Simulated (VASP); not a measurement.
# AlGaN2 (P-4m2) in VASP: notebook

The runs below take AlGaN2 through single point, with LDA.

Everything below comes from runs of VASP 6.6.1. Logs are shortened: lines on timing, memory, paths and dates and some standing lists are left out, and cuts for length are marked.

## Step 1: The cell of the first run

The structure is tetragonal, space group P-4m2 (No. 115). The conventional cell has a = 3.115 Å, b = 3.115 Å, c = 4.297 Å, α = 90.00°, β = 90.00°, γ = 90.00°. Within 2.5 Å of Al (site symmetry -4m2) lie 4 N at 1.87 Å. Within 2.5 Å of Ga (site symmetry -4m2) lie 4 N at 1.92 Å. Within 2.5 Å of N (site symmetry 2mm) lie 2 Al at 1.87 Å and 2 Ga at 1.92 Å.

## Step 2: Single point, LDA (strain along c alone, the other axes held: -2.0 %, then relaxed in part)

INCAR

```
PREC     = Accurate       # precision mode
ENCUT    = 520            # plane-wave cutoff, eV
EDIFF    = 1E-6           # SCF threshold, eV
ISMEAR   = 0              # smearing method
SIGMA    = 0.02           # smearing width, eV
LREAL    = F              # projectors in reciprocal space
LASPH    = T              # aspherical terms in the spheres
NELM     = 80             # most SCF steps
ALGO     = Normal         # electronic algorithm
ISIF     = 2              # what is computed and relaxed
LWAVE    = F              # write WAVECAR
LCHARG   = F              # write CHGCAR
NBANDS   = 21             # bands
```

KPOINTS

```
Automatic mesh
0
Gamma
  8 8 6
```

POSCAR

```
AlGaN2
1.0
    3.1152864669      0.0000000000      0.0000000000
    0.0000000000      3.1152864669      0.0000000000
    0.0000000000      0.0000000000      4.2966435968
Al Ga N
1 1 2
Direct
    0.5000000000      0.5000000000      0.5000000000
    0.0000000000      0.0000000000      0.0000000000
    0.5000000000      0.0000000000      0.7396592690
    0.0000000000      0.5000000000      0.2603407310
```

Potentials or basis: VASP PAW LDA potentials, release 64 (Al, Ga_d, N).

Command:

```
> cat potpaw_LDA.64/Al/POTCAR potpaw_LDA.64/Ga_d/POTCAR potpaw_LDA.64/N/POTCAR > POTCAR
> mpirun -np 1 vasp_std > vasp.out
```

OUTCAR:

```text
PREC = Accurate
   ENCUT = 520
   EDIFF = 1E-6
   ISMEAR = 0
   LREAL = F
   LASPH = T
   NELM = 80
   ISIF = 2

 ion  position               nearest neighbor table
   1  0.500  0.500  0.500-   3 1.87   4 1.87   3 1.87   4 1.87   2 3.08   2 3.08   2 3.08   2 3.08
                             2 3.08   2 3.08   2 3.08   2 3.08
   2  0.000  0.000  0.000-   3 1.92   4 1.92   4 1.92   3 1.92   1 3.08   1 3.08   1 3.08   1 3.08
                             1 3.08   1 3.08   1 3.08   1 3.08
   3  0.500  0.000  0.740-   1 1.87   1 1.87   2 1.92   2 1.92
   4  0.000  0.500  0.260-   1 1.87   1 1.87   2 1.92   2 1.92

  LATTYP: Found a simple tetragonal cell.
 ALAT       =     3.1152864669
 C/A-ratio  =     1.3792130009

  Lattice vectors:

 A1 = (   3.1152864669,   0.0000000000,   0.0000000000)
 A2 = (   0.0000000000,   3.1152864669,   0.0000000000)
 A3 = (   0.0000000000,   0.0000000000,   4.2966435968)

Analysis of symmetry for initial positions (statically):
=====================================================================
 Subroutine PRICEL returns:
 Original cell was already a primitive cell.

 Routine SETGRP: Setting up the symmetry group for a
 simple tetragonal supercell.

 Subroutine GETGRP returns: Found  8 space group operations
 (whereof  8 operations were pure point group operations)
 out of a pool of 16 trial point group operations.

The static configuration has the point symmetry D_2d.

Analysis of symmetry for dynamics (positions and initial velocities):
=====================================================================
 Subroutine PRICEL returns:
 Original cell was already a primitive cell.

 Routine SETGRP: Setting up the symmetry group for a
 simple tetragonal supercell.

 Subroutine GETGRP returns: Found  8 space group operations
 (whereof  8 operations were pure point group operations)
 out of a pool of 16 trial point group operations.

The dynamic configuration has the point symmetry D_2d.

 Subroutine INISYM returns: Found  8 space group operations
 (whereof  8 operations are pure point group operations),
 and found     1 'primitive' translations

----------------------------------------------------------------------------------------

                                     Primitive cell

  volume of cell :      41.6990

  direct lattice vectors                    reciprocal lattice vectors
     3.115286467  0.000000000  0.000000000     0.320997767  0.000000000  0.000000000
     0.000000000  3.115286467  0.000000000     0.000000000  0.320997767  0.000000000
     0.000000000  0.000000000  4.296643597     0.000000000  0.000000000  0.232739807

  length of vectors
     3.115286467  3.115286467  4.296643597     0.320997767  0.320997767  0.232739807

  position of ions in fractional coordinates (direct lattice)
     0.500000000  0.500000000  0.500000000
     0.000000000  0.000000000  0.000000000
     0.500000000  0.000000000  0.739659269
     0.000000000  0.500000000  0.260340731

  ion indices of the primitive-cell ions
   primitive index   ion index
                 1           1
                 2           2
                 3           3
                 4           4

----------------------------------------------------------------------------------------

 KPOINTS: Automatic mesh

Automatic generation of k-mesh.
 Grid dimensions read from file:
 generate k-points for:    8    8    6

 Generating k-lattice:

  Cartesian coordinates                     Fractional coordinates (reciprocal lattice)
     0.040124721  0.000000000  0.000000000     0.125000000  0.000000000  0.000000000
     0.000000000  0.040124721  0.000000000     0.000000000  0.125000000  0.000000000
     0.000000000  0.000000000  0.038789968     0.000000000  0.000000000  0.166666667

  Length of vectors
     0.040124721  0.040124721  0.038789968

  Shift w.r.t. Gamma in fractional coordinates (k-lattice)
     0.000000000  0.000000000  0.000000000

 Subroutine IBZKPT returns following result:
 ===========================================

 Found     60 irreducible k-points:

 Following reciprocal coordinates:
            Coordinates               Weight
  0.000000  0.000000  0.000000      1.000000
  0.125000  0.000000  0.000000      4.000000
  0.250000  0.000000  0.000000      4.000000
  0.375000  0.000000  0.000000      4.000000
  0.500000  0.000000  0.000000      2.000000
  0.125000  0.125000  0.000000      4.000000
[... 16 lines left out ...]
  0.375000  0.125000  0.166667     16.000000
  0.500000  0.125000  0.166667      8.000000
 [... further k-points ...]
   k-points           NKPTS =     60   k-points in BZ     NKDIM =     60   number of bands    NBANDS=     21
   number of dos      NEDOS =    301   number of ions     NIONS =      4
   total plane-waves  NPLWV =  18432
   dimension x,y,z NGX =    24 NGY =   24 NGZ =   32
   dimension x,y,z NGXF=    48 NGYF=   48 NGZF=   64
   ions per type =               1   1   2
   NGX,Y,Z   is equivalent  to a cutoff of  12.81, 12.81, 12.38 a.u.
   NGXF,Y,Z  is equivalent  to a cutoff of  25.61, 25.61, 24.76 a.u.
 SYSTEM =  unknown system
   PREC   = accura    normal or accurate (medium, high low for compatibility)
   ISTART =      0    job   : 0-new  1-cont  2-samecut
   ICHARG =      2    charge: 1-file 2-atom 10-const
   ISPIN  =      1    spin polarized calculation?
   LNONCOLLINEAR =      F non collinear calculations
   LSORBIT =      F    spin-orbit coupling
   LASPH  =      T    aspherical Exc in radial PAW
   ENCUT  =  520.0 eV  38.22 Ry    6.18 a.u.   5.79  5.79  7.99*2*pi/ulx,y,z
   NELM   =     80;   NELMIN=  2; NELMDL= -5     # of ELM steps
   EDIFF  = 0.1E-05   stopping-criterion for ELM
   LREAL  =      F    real-space projection
   EDIFFG = 0.1E-04   stopping-criterion for IOM
   NSW    =      0    number of steps for IOM
   IBRION =     -1    ionic relax: 0-MD 1-quasi-New 2-CG
   NFREE  =      0    steps in history (QN), initial steepest desc. (CG)
   ISIF   =      2    stress and relaxation
   ISYM   =      2    0-nonsym 1-usesym 2-fastsym
   POTIM  = 0.5000    time-step for ionic-motion
   TEBEG  =    0.0;   TEEND  =   0.0 temperature during run
   PSTRESS=    0.0 pullay stress
   NELECT =      26.0000    total number of electrons
   NUPDOWN=      -1.0000    fix difference up-down
   EMIN   =  10.00;   EMAX   =-10.00  energy-range for DOS
   EFERMI =   0.00;   METHOD = LEGACY
   ISMEAR =     0;   SIGMA  =   0.02  broadening in eV -4-tet -1-fermi 0-gaus
   EFERMI_NEDOS =   21; number of points for ismear=-14 and -15
   IALGO  =     38    algorithm
   IMIX   =      4    mixing-type and parameters
     AMIX     =   0.40;   BMIX     =  1.00
     AMIX_MAG =   1.60;   BMIX_MAG =  1.00
  volume/ion in A,a.u.               =      10.42        70.35
  Fermi-wavevector in a.u.,A,eV,Ry     =   1.398591  2.642954 26.613782  1.956058
  Thomas-Fermi vector in A             =   2.521734
   LORBIT       =      0    0 simple, 1 ext, 2 COOP (PROOUT), +10 PAW based schemes
   GGA     = CA    functional components
   LHFCALC =     F    Hartree Fock is set to
   AEXX    =    0.0000 exact exchange contribution
   IVDW    =     0    specifies the selected vdW correction
   LEPSILON=     F    determine dielectric tensor
   LRPA    =     F    only Hartree local field effects (RPA)
 non-spin polarized calculation
 Gauss-broadening in eV      SIGMA  =   0.02
  energy-cutoff  :      520.00
  volume of cell :       41.70
 maximum number of plane-waves:      1144
 NGX is ok and might be reduce to    24
   NGX = 11   NGY = 11   NGZ = 15

 number of electron      25.9999999 magnetization

 Free energy of the ion-electron system (eV)
  ---------------------------------------------------
  ext. energy  EPLUGINS =         0.00000000
  ---------------------------------------------------
  free energy    TOTEN  =       -30.29458525 eV

  energy without entropy =      -30.29458525  energy(sigma->0) =      -30.29458525

 E-fermi :   5.9324     XC(G=0): -11.9469

 val. band max:        5.8483188436   @ k =   0.0000   0.0000   0.0000
 cond. band min:       9.0894235333   @ k =   0.0000   0.0000   0.0000
 fundamental gap:      3.2411046897
 Fermi energy:         5.9324073348

 k-point     1 :       0.0000    0.0000    0.0000
  band No.  band energies     occupation
      1      -9.8312      2.00000
      2      -8.2980      2.00000
      3      -7.2250      2.00000
      4      -7.2250      2.00000
      5      -7.1760      2.00000
      6      -6.9812      2.00000
[... 13 lines left out ...]
     20      19.1282      0.00000
     21      20.9621      0.00000

 k-point     2 :       0.1250    0.0000    0.0000
  band No.  band energies     occupation
      1      -9.6889      2.00000
      2      -8.2965      2.00000
      3      -7.2340      2.00000
      4      -7.2221      2.00000
      5      -7.1508      2.00000
      6      -6.9940      2.00000
[... 13 lines left out ...]
     20      18.9253      0.00000
     21      20.4846      0.00000

 k-point     3 :       0.2500    0.0000    0.0000
  band No.  band energies     occupation
      1      -9.3073      2.00000
      2      -8.3071      2.00000
      3      -7.2169      2.00000
      4      -7.2149      2.00000
      5      -7.0683      2.00000
      6      -7.0246      2.00000
[... 13 lines left out ...]
     20      18.3546      0.00000
     21      19.4254      0.00000
[... 457 lines left out ...]
 k-point    23 :       0.3750    0.1250    0.1667
  band No.  band energies     occupation
      1      -8.7264      2.00000
      2      -8.3365      2.00000
      3      -7.2170      2.00000
      4      -7.1183      2.00000
      5      -7.0794      2.00000
      6      -6.7368      2.00000
[... 13 lines left out ...]
     20      18.2148      0.00000
     21      18.4264      0.00000

 k-point    24 :       0.5000    0.1250    0.1667
  band No.  band energies     occupation
      1      -8.5350      2.00000
      2      -8.3860      2.00000
      3      -7.2100      2.00000
      4      -7.1018      2.00000
      5      -7.0930      2.00000
      6      -6.3490      2.00000
[... 13 lines left out ...]
     20      18.1364      0.00000
     21      18.2467      0.00000

 [... further k-points ...]
[... 5 lines left out ...]
  --------------------------------------------------------------------------------------
  -------------------------------------------------------------------------------------
  Total        1.1547645      1.1547645      1.7695236      0.0000000      0.0000000      0.0000000
  in kB       44.3689048     44.3689048     67.9894648      0.0000000      0.0000000      0.0000000
  external PRESSURE =      52.2424248 kB  Pullay stress =       0.0000000 kB

 VOLUME and BASIS-vectors are now :
 -----------------------------------------------------------------------------
  energy-cutoff  :      520.00
  volume of cell :       41.70
      direct lattice vectors                 reciprocal lattice vectors
     3.115286467  0.000000000  0.000000000     0.320997767  0.000000000  0.000000000
     0.000000000  3.115286467  0.000000000     0.000000000  0.320997767  0.000000000
     0.000000000  0.000000000  4.296643597     0.000000000  0.000000000  0.232739807

 POSITION                                       TOTAL-FORCE (eV/Angst)
 -----------------------------------------------------------------------------------
      1.55764      1.55764      2.14832         0.000000     -0.000000      0.000000
      0.00000      0.00000      0.00000        -0.000000      0.000000      0.000000
      1.55764      0.00000      3.17805        -0.000000      0.000000     -0.029610
      0.00000      1.55764      1.11859        -0.000000      0.000000      0.029610
 -----------------------------------------------------------------------------------
    total drift:                                0.000000      0.000000      0.000000

  FREE ENERGIE OF THE ION-ELECTRON SYSTEM (eV)
  ---------------------------------------------------
  free  energy   TOTEN  =       -30.2945852488 eV

  energy  without entropy=      -30.2945852488  energy(sigma->0) =      -30.29458525
```

Wall time 61 s (1 thread of AMD EPYC 7R13, shared host); peak memory 0.14 GiB.

Results:

| Quantity | Value |
| --- | --- |
| Free energy | -30.2946 eV |
| Pressure | 5.2 GPa |
| Largest force | 0.030 eV/Å |
| Band gap on the k mesh | 3.24 eV, direct |

Forces on the atoms (eV/Å):
```
Al   0.000  0.000  0.000
Ga   0.000  0.000  0.000
N    0.000  0.000 -0.030
N    0.000  0.000  0.030
```

Levels at points of the mesh, in eV from the valence-band top:
| k point | band 11 | band 12 | band 13 | band 14 | band 15 | band 16 |
| --- | --- | --- | --- | --- | --- | --- |
| (0.00, 0.00, 0.00) | -0.16 | 0.00 | 0.00 | 3.24 | 3.47 | 7.50 |
| (0.50, 0.00, 0.00) | -2.87 | -1.08 | -0.81 | 7.21 | 7.43 | 7.97 |
| (0.50, 0.50, 0.00) | -2.31 | -2.31 | -2.29 | 3.32 | 3.32 | 6.63 |
| (0.00, 0.00, 0.50) | -1.70 | -1.09 | -1.09 | 5.44 | 5.63 | 8.17 |
| (0.50, 0.00, 0.50) | -0.83 | -0.66 | -0.50 | 5.51 | 6.84 | 9.33 |
| (0.50, 0.50, 0.50) | -3.41 | -3.41 | -3.40 | 6.36 | 6.36 | 9.31 |

Caveat: the cell differs from its parent crystal (strain along c alone, the other axes held: -2.0 %, then relaxed in part).

## Step 3: Single point, LDA

INCAR

```
PREC = Accurate
ENCUT = 520
EDIFF = 1E-7
ISMEAR = 0
SIGMA = 0.02
LREAL = False
LASPH = True
NELM = 100
ALGO = Normal
ISIF = 2
LWAVE = False
LCHARG = False
GGA = CA
NBANDS = 21
```

KPOINTS is that of step 2.

POSCAR is that of step 2.

Potentials or basis: VASP PAW LDA potentials, release 64 (Al, Ga_d, N).

Command:

```
> cat potpaw_LDA.64/Al/POTCAR potpaw_LDA.64/Ga_d/POTCAR potpaw_LDA.64/N/POTCAR > POTCAR
> mpirun -np 1 vasp_std > vasp.out
```

Run time: 61 s. Hardware: 1 thread of AMD EPYC 7R13, shared host; peak memory 0.14 GiB.

Results (log left out):

| Item | Value |
| --- | --- |
| Free energy | -30.2946 eV |
| Pressure | 5.2 GPa |
| Largest force | 0.030 eV/Å |
| Band gap on the k mesh | 3.24 eV, direct |

Forces in eV/Å, atoms in the order of the input:
```
Al   0.000  0.000  0.000
Ga   0.000  0.000  0.000
N    0.000  0.000 -0.030
N    0.000  0.000  0.030
```

Stress tensor (GPa, compression positive):
```
4.43 0.00 0.00
0.00 4.43 0.00
0.00 0.00 6.79
```

Levels at points of the mesh, in eV from the valence-band top:
```
           k point  band 10  band 11  band 12  band 13  band 14  band 15  band 16  band 17
(0.00, 0.00, 0.00)    -2.54    -0.16     0.00     0.00     3.24     3.47     7.50    11.48
(0.50, 0.00, 0.00)    -2.99    -2.87    -1.08    -0.81     7.21     7.43     7.97     8.53
(0.50, 0.50, 0.00)    -2.33    -2.31    -2.31    -2.29     3.32     3.32     6.63     8.93
(0.00, 0.00, 0.50)    -1.70    -1.70    -1.09    -1.09     5.44     5.63     8.17     9.24
(0.50, 0.00, 0.50)    -1.05    -0.83    -0.66    -0.50     5.51     6.84     9.33     9.65
(0.50, 0.50, 0.50)    -4.21    -3.41    -3.41    -3.40     6.36     6.36     9.31    10.95
```

A k mesh can miss the band edges. LDA gaps usually lie below the measured ones, often by a third to a half.

## Step 4: Single point, LDA

This run uses another cell than the first one, of 10.64 Å³/atom, 1.020 times its volume.

INCAR

```
SYSTEM = AlGaN2
  ALGO = Normal
  EDIFF = 1E-6
  ENCUT = 520
  GGA = CA
  ISIF = 2
  ISMEAR = 0
  LASPH = .True.
  LCHARG = .False.
  LREAL = .False.
  LWAVE = .False.
  NBANDS = 21
  NELM = 60
  PREC = Accurate
  SIGMA = 0.02
```

KPOINTS

```
k-points
0
Gamma
  8 8 6
  0 0 0
```

POSCAR

```
AlGaN2
1.0
    3.1152864675      0.0000000000      0.0000000000
    0.0000000000      3.1152864675      0.0000000000
    0.0000000000      0.0000000000      4.3843301977
Al Ga N
1 1 2
Direct
    0.5000000000      0.5000000000      0.5000000000
    0.0000000000      0.0000000000      0.0000000000
    0.5000000000      0.0000000000      0.7400513251
    0.0000000000      0.5000000000      0.2599486749
```

Potentials or basis: VASP PAW LDA potentials, release 64 (Al, Ga_d, N).

Command:

```
> cat potpaw_LDA.64/Al/POTCAR potpaw_LDA.64/Ga_d/POTCAR potpaw_LDA.64/N/POTCAR > POTCAR
> mpirun -np 1 vasp_std > vasp.out
```

OUTCAR:

```text
SYSTEM = AlGaN2
   EDIFF = 1E-6
   ENCUT = 520
   GGA = CA
   ISIF = 2
   ISMEAR = 0
   LASPH = .True.
   LREAL = .False.
   NELM = 60
   PREC = Accurate

 ion  position               nearest neighbor table
   1  0.500  0.500  0.500-   3 1.88   4 1.88   3 1.88   4 1.88   2 3.11   2 3.11   2 3.11   2 3.11
                             2 3.11   2 3.11   2 3.11   2 3.11
   2  0.000  0.000  0.000-   3 1.93   4 1.93   4 1.93   3 1.93   1 3.11   1 3.11   1 3.11   1 3.11
                             1 3.11   1 3.11   1 3.11   1 3.11
   3  0.500  0.000  0.740-   1 1.88   1 1.88   2 1.93   2 1.93
[... 774 lines left out ...]
 [... further k-points ...]
[... 5 lines left out ...]
  --------------------------------------------------------------------------------------
  -------------------------------------------------------------------------------------
  Total        0.2310714      0.2310714      0.2344024      0.0000000      0.0000000      0.0000000
  in kB        8.7007674      8.7007674      8.8261917      0.0000000      0.0000000      0.0000000
  external PRESSURE =       8.7425755 kB  Pullay stress =       0.0000000 kB

 VOLUME and BASIS-vectors are now :
 -----------------------------------------------------------------------------
  energy-cutoff  :      520.00
  volume of cell :       42.55
      direct lattice vectors                 reciprocal lattice vectors
     3.115286467  0.000000000  0.000000000     0.320997767  0.000000000  0.000000000
     0.000000000  3.115286467  0.000000000     0.000000000  0.320997767  0.000000000
     0.000000000  0.000000000  4.384330198     0.000000000  0.000000000  0.228085011

 POSITION                                       TOTAL-FORCE (eV/Angst)
 -----------------------------------------------------------------------------------
      1.55764      1.55764      2.19217         0.000000      0.000000      0.000000
      0.00000      0.00000      0.00000         0.000000     -0.000000      0.000000
      1.55764      0.00000      3.24463         0.000000     -0.000000     -0.030432
      0.00000      1.55764      1.13970         0.000000     -0.000000      0.030432
 -----------------------------------------------------------------------------------
    total drift:                                0.000000      0.000000     -0.000000

  FREE ENERGIE OF THE ION-ELECTRON SYSTEM (eV)
  ---------------------------------------------------
  free  energy   TOTEN  =       -30.3152889194 eV

  energy  without entropy=      -30.3152889194  energy(sigma->0) =      -30.31528892
```

It took 84 s on 1 thread of AMD EPYC 7R13, shared host; peak memory 0.15 GiB.

What came out:

- Free energy: -30.3153 eV
- Pressure: 0.9 GPa
- Largest force: 0.030 eV/Å
- Band gap on the k mesh: 3.07 eV, direct

Forces in eV/Å, atoms in the order of the input:
```
Al   0.000  0.000  0.000
Ga   0.000  0.000  0.000
N    0.000  0.000 -0.030
N    0.000  0.000  0.030
```

Levels at points of the mesh, in eV from the valence-band top:
| k point | band 11 | band 12 | band 13 | band 14 | band 15 | band 16 |
| --- | --- | --- | --- | --- | --- | --- |
| (0.00, 0.00, 0.00) | -0.22 | 0.00 | 0.00 | 3.07 | 3.49 | 7.58 |
| (0.50, 0.00, 0.00) | -2.95 | -1.00 | -0.73 | 7.18 | 7.27 | 8.01 |
| (0.50, 0.50, 0.00) | -2.34 | -2.34 | -2.32 | 3.24 | 3.24 | 6.36 |
| (0.00, 0.00, 0.50) | -1.62 | -1.03 | -1.03 | 5.31 | 5.44 | 8.03 |
| (0.50, 0.00, 0.50) | -0.89 | -0.62 | -0.60 | 5.33 | 6.68 | 9.20 |
| (0.50, 0.50, 0.50) | -3.35 | -3.35 | -3.35 | 6.16 | 6.16 | 9.03 |

A k mesh can miss the band edges.

(Continued in part 2 of 2.)
